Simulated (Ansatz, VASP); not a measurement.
## Ru in VASP and in Ansatz

```
CELL_PARAMETERS angstrom
2.74141 0.00000 0.00000
-1.37070 2.37413 0.00000
0.00000 0.00000 4.33825
ATOMIC_POSITIONS crystal
Ru 0.33333 0.66667 0.25000
Ru 0.66667 0.33333 0.75000
```

Alike in both runs: task single point; functional r2SCAN; k mesh 12 × 12 × 7; occupations fermi-dirac, width 0.1 eV; no spin polarisation.

```csv
,VASP,Ansatz
version,VASP 6.6.1,Ansatz 0.2.0
potentials or method,"VASP PAW PBE potentials, release 64 (Ru_sv), cutoff 660 eV","plane waves, PAW"
valence electrons in the cell,32,32
```

Ansatz gave:

```
pressure (GPa)                                                : -13.7
traceless stress, the component that is largest in VASP (GPa) : -0.94
```

Q: Estimate VASP's values.

A: Pressure (GPa): -13.6; traceless stress, the component that is largest in VASP (GPa): -0.94.

VASP's potentials were made for PBE, not for r2SCAN.
